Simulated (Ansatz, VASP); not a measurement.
# Two plane-wave programs on ZrSn11O24

```
CELL_PARAMETERS angstrom
4.73800 4.73800 0.00000
-4.73800 4.73800 0.00000
0.00000 0.00000 9.55950
ATOMIC_POSITIONS crystal
Zr 0.00000 0.00000 0.00000
Sn 0.00000 0.00000 0.33434
Sn 0.00000 0.00000 0.66566
Sn 0.50000 0.50000 0.00000
Sn 0.50000 0.50000 0.33349
Sn 0.50000 0.50000 0.66651
Sn 0.50000 0.00000 0.16649
Sn 0.50000 0.00000 0.50000
Sn 0.50000 0.00000 0.83351
Sn 0.00000 0.50000 0.16788
Sn 0.00000 0.50000 0.50000
Sn 0.00000 0.50000 0.83212
O 0.30670 0.00000 0.00000
O 0.30530 0.00000 0.33306
O 0.30530 0.00000 0.66694
O 0.80589 0.50000 0.00000
O 0.80471 0.50000 0.33404
O 0.80471 0.50000 0.66596
O 0.50000 0.30537 0.16659
O 0.50000 0.30504 0.50000
O 0.50000 0.30537 0.83341
O 0.00000 0.80407 0.16861
O 0.00000 0.80515 0.50000
O 0.00000 0.80407 0.83139
O 0.69330 0.00000 0.00000
O 0.69470 0.00000 0.33306
O 0.69470 0.00000 0.66694
O 0.19411 0.50000 0.00000
O 0.19529 0.50000 0.33404
O 0.19529 0.50000 0.66596
O 0.50000 0.69463 0.16659
O 0.50000 0.69496 0.50000
O 0.50000 0.69463 0.83341
O 0.00000 0.19593 0.16861
O 0.00000 0.19485 0.50000
O 0.00000 0.19593 0.83139
```

Alike in both runs: functional PBE; k mesh 3 × 3 × 2; occupations fermi-dirac, width 0.01 eV; no spin polarisation.

Ansatz relaxed the structure, and its values are those at the end. VASP's run is a single point on that final structure, the one shown.

|  | VASP | Ansatz |
| --- | --- | --- |
| version | VASP 6.6.1 | Ansatz 0.2.0 |
| potentials or method | VASP PAW PBE potentials, release 64 (Zr_sv, Sn_d, O) | plane-wave PAW, scalar-relativistic |
| plane-wave cutoff (eV) | 520 | 420 |
| valence electrons in the cell | 310 | 310 |

```csv
,VASP,Ansatz,Ansatz less VASP
gap on the k mesh at the Fermi level (eV),1.59,1.60,+0.010
pressure (GPa),12.4,11.8,-0.61
rms of the force components (eV/Å),0.010,0.001,-0.0085
```

Ansatz's warnings: stress scf threshold loose.
